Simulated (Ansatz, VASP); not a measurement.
## One calculation of CdSe, two programs

INCAR

```
PREC = Accurate ; ENCUT = 520
EDIFF = 1E-6 ; ISMEAR = -1
SIGMA = 0.03 ; LREAL = False
LASPH = True ; NELM = 80
ALGO = Normal ; ISIF = 2
LWAVE = False ; LCHARG = True
LELF = True ; LVHAR = True
NBANDS = 16
```

KPOINTS

```
Automatic mesh
0
Gamma
  8 8 8
```

POSCAR

```
CdSe
1.0
    0.0000000000      3.0804715101      3.0804715101
    3.0804715101      0.0000000000      3.0804715101
    3.0804715101      3.0804715101      0.0000000000
Cd Se
1 1
Direct
    0.0000000000      0.0000000000      0.0000000000
    0.2500000000      0.2500000000      0.2500000000
```

Input for Ansatz:

```yaml
crystal:
  lattice:
    - [0.0, 3.0804715101, 3.0804715101]
    - [3.0804715101, 0.0, 3.0804715101]
    - [3.0804715101, 3.0804715101, 0.0]
  atoms:
    - { symbol: Cd, position: [0.0, 0.0, 0.0] }
    - { symbol: Se, position: [0.25, 0.25, 0.25] }
kpoints:
  mp_grid: { grid: [8, 8, 8] }
  band_path:
    path:
      - [0.0, 0.0, 0.0]
      - [-0.5, -0.5, 0.0]
      - [-0.375, -0.375, 0.25]
      - [-0.375, 0.0, 0.375]
      - [0.0, 0.0, 0.0]
      - [0.0, 0.0, 0.5]
      - [-0.5, -0.25, 0.25]
      - [-0.5, -0.5, 0.0]
    npoints: 5
scf:
  occupations: { method: fermi_dirac, width: 0.03 }
hamiltonian:
  xc: lda
  pseudopotentials: { kind: all_electron, lapw: { basis_error: 0.001 } }
output:
  forces: true
  stress: true
  eigenvalues: true
```

Change from the starting cell: volume scaled by 1.01.

Alike in both runs: task single point; functional LDA; k mesh 8 × 8 × 8; occupations fermi-dirac, width 0.03 eV; no spin polarisation.

```csv
,VASP,Ansatz
version,VASP 6.6.1,Ansatz 0.2.0
potentials or method,"VASP PAW LDA potentials, release 64 (Cd, Se), cutoff 520 eV","all-electron LAPW, scalar-relativistic"
```

|  | VASP | Ansatz | Ansatz less VASP |
| --- | --- | --- | --- |
| pressure (GPa) | -3.3 | -3.7 | -0.34 |

LDA's correlation is that of Perdew and Zunger in VASP and of Perdew and Wang (1992) in Ansatz. Ansatz ran all-electron here, and VASP with PAW potentials.
